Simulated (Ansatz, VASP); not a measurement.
## Au: VASP beside Ansatz

INCAR

```
SYSTEM = Au
ALGO = Normal ; EDIFF = 1E-7
ENCUT = 520 ; GGA = PS
GGA_COMPAT = .FALSE. ; ISIF = 2
ISMEAR = -1 ; LASPH = .TRUE.
LCHARG = .TRUE. ; LMAXMIX = 4
LNONCOLLINEAR = .TRUE. ; LORBIT = 11
LORBMOM = .TRUE. ; LREAL = .FALSE.
LSORBIT = .TRUE. ; LVHAR = .TRUE.
LWAVE = .FALSE. ; MAGMOM = 0 0 0
NBANDS = 22 ; NELM = 150
PREC = Accurate ; SIGMA = 0.05
```

File KPOINTS:

```
k-points
0
G
  11 11 11
  0 0 0
```

The input POSCAR:

```
Au
1.0
   -1.6572690000      1.6572690000      1.6572690000
    1.6572690000     -1.6572690000      1.6572690000
    1.6572690000      1.6572690000     -1.6572690000
Au
1
Direct
    0.0000000000      0.0000000000      0.0000000000
```

The input input.yaml:

```yaml
crystal:
  lattice:
    - [-1.657269, 1.657269, 1.657269]
    - [1.657269, -1.657269, 1.657269]
    - [1.657269, 1.657269, -1.657269]
  atoms:
    - { symbol: Au, position: [0.0, 0.0, 0.0] }
hamiltonian:
  xc: pbesol
  pseudopotentials: { kind: paw_fr }
magnetization:
  noncollinear: true
  spin_orbit: true
kpoints:
  mp_grid: { grid: [11, 11, 11] }
  band_path:
    path:
      - [[0.0, 0.0, 0.0], [0.5, -0.5, 0.5], [0.0, 0.0, 0.5], [0.0, 0.0, 0.0], [0.25, 0.25, 0.25], [0.5, -0.5, 0.5]]
      - [[0.25, 0.25, 0.25], [0.0, 0.0, 0.5]]
    npoints: 14
scf:
  occupations: { method: fermi_dirac, width: 0.05 }
  n_extra_bands: 6
output:
  forces: true
  stress: true
  eigenvalues: true
  fatbands: false
  write_density: true
  write_potential: true
  elf: true
  volumetric_format: npy
```

Alike in both runs: functional PBEsol; k mesh 11 × 11 × 11; occupations fermi-dirac, width 0.05 eV; non-collinear spin, spin-orbit coupling.

```csv
,VASP,Ansatz
version,VASP 6.6.1,Ansatz 0.2.0
potentials or method,"VASP PAW PBE potentials, release 64 (Au)",Ansatz PAW
plane-wave cutoff (eV),520,420
valence electrons in the cell,11,19
task,single point,band structure
```

```csv
,VASP,Ansatz,Ansatz less VASP
pressure (GPa),-10.2,-10.4,-0.13
net moment per atom (μB),0.00,0.00,0.000
```

VASP's potentials were made for PBE, not for PBEsol. VASP's potentials hold 11 valence electrons a cell and Ansatz's 19, so a difference there can come from the potentials and not from the codes.
